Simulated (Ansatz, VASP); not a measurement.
# One calculation of KTaO3, two programs

File INCAR:

```
  PREC = Accurate
  ENCUT = 600
  EDIFF = 1E-6
  ISMEAR = 0
  SIGMA = 0.01
  LREAL = False
  LASPH = True
  NELM = 120
  ALGO = Normal
  ISIF = 2
  LWAVE = False
  LCHARG = False
  GGA = PE
  NBANDS = 27
  GGA_COMPAT = False
```

File KPOINTS:

```
regular mesh
0
Gamma
  5 5 5
```

POSCAR

```
KTaO3
1.0
    3.9883000000      0.0000000000      0.0000000000
    0.0000000000      3.9883000000      0.0000000000
    0.0000000000      0.0000000000      3.9883000000
K Ta O
1 1 3
Direct
    0.5000000000      0.5000000000      0.5000000000
    0.0000000000      0.0000000000      0.0000000000
    0.5000000000      0.0000000000      0.0000000000
    0.0000000000      0.5000000000      0.0000000000
    0.0000000000      0.0000000000      0.5000000000
```

Input for Ansatz:

```yaml
crystal:
  lattice:
    - [3.9883, 0.0, 0.0]
    - [0.0, 3.9883, 0.0]
    - [0.0, 0.0, 3.9883]
  atoms:
    - { symbol: K, position: [0.5, 0.5, 0.5] }
    - { symbol: Ta, position: [0.0, 0.0, 0.0] }
    - { symbol: O, position: [0.5, 0.0, 0.0] }
    - { symbol: O, position: [0.0, 0.5, 0.0] }
    - { symbol: O, position: [0.0, 0.0, 0.5] }
basis:
  ecutwfc: 517.0163386738
kpoints:
  mp_grid: { grid: [5, 5, 5] }
  band_path:
    path:
      - [0.0, 0.0, 0.0]
      - [0.0, 0.5, 0.0]
      - [0.5, 0.5, 0.0]
      - [0.0, 0.0, 0.0]
      - [0.5, 0.5, 0.5]
      - [0.0, 0.5, 0.0]
    npoints: 6
hamiltonian:
  xc: pbe
scf:
  n_extra_bands: 10
  occupations: { method: fixed }
```

Alike in both runs: task single point; functional PBE; k mesh 5 × 5 × 5; no spin polarisation.

```csv
,VASP,Ansatz
version,VASP 6.6.1,Ansatz 0.2.0
potentials or method,"VASP PAW PBE potentials, release 64 (K_sv, Ta_pv, O), cutoff 600 eV","plane waves, PAW"
occupations,"gaussian, width 0.01 eV",fixed
valence electrons in the cell,38,40
```

|  | VASP | Ansatz | Ansatz less VASP |
| --- | --- | --- | --- |
| gap on the k mesh at the Fermi level (eV) | 2.28 | 2.33 | +0.045 |

VASP's potentials hold 38 valence electrons a cell and Ansatz's 40, so a difference there can come from the potentials and not from the codes.

Neither program's run includes spin-orbit coupling.
